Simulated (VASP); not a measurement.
**MgPb2N2: single point with PBE**

MgPb2N2:

```
CELL_PARAMETERS angstrom
3.39174 0.00000 0.00000
-1.69587 2.93734 0.00000
0.00000 0.00000 9.23496
ATOMIC_POSITIONS crystal
Mg 0.00000 0.00000 0.00000
Pb 0.66667 0.33333 0.28655
Pb 0.33333 0.66667 0.71345
N 0.66667 0.33333 0.86182
N 0.33333 0.66667 0.13818
```

```json
{
 "Program": "VASP 6.6.1",
 "Task": "single point",
 "Functional": "PBE",
 "Potentials or basis": "VASP PAW PBE potentials, release 64 (Mg, Pb_d, N)",
 "Cutoff": "520 eV",
 "k mesh": "6 × 6 × 2",
 "Occupations": "gaussian, width 0.1 eV",
 "Spin": "no spin polarisation",
 "Dipole correction": "no",
 "Further INCAR settings": "ALGO = Normal; EDIFF = 1e-06; NBANDS = 28"
}
```

The pressure is -0.3 GPa, the largest force is 0.032 eV/Å and the band gap on the k mesh is 0.61 eV, direct.

Forces on the atoms (eV/Å):
```
Mg   0.000  0.000  0.000
Pb   0.000  0.000 -0.032
Pb   0.000  0.000  0.032
N    0.000  0.000 -0.020
N    0.000  0.000  0.020
```

Stress tensor (GPa, compression positive):
```
-0.31  0.00  0.00
 0.00 -0.31  0.00
 0.00  0.00 -0.20
```

Levels at points of the mesh, in eV from the valence-band top:
```tsv
k point	band 17	band 18	band 19	band 20	band 21	band 22	band 23	band 24
(0.00, 0.00, 0.00)	-0.96	-0.64	-0.64	0.00	0.61	2.76	7.10	7.74
(0.50, 0.00, 0.00)	-2.43	-2.02	-1.56	-1.25	0.93	1.50	4.00	4.85
(0.00, 0.00, 0.50)	-0.96	-0.96	-0.64	-0.64	1.69	2.52	7.03	7.60
(0.50, 0.00, 0.50)	-2.42	-2.01	-1.58	-1.32	0.67	2.09	3.40	5.74
```

Run time: 30 s on 1 thread of Intel(R) Xeon(R) Platinum 8488C (Sapphire Rapids), with other jobs on the host, peak memory 0.23 GiB.

Caveat: spin-orbit coupling is left out, which moves the levels of the heavy elements. PBE gaps usually lie below the measured ones, often by a third to a half.
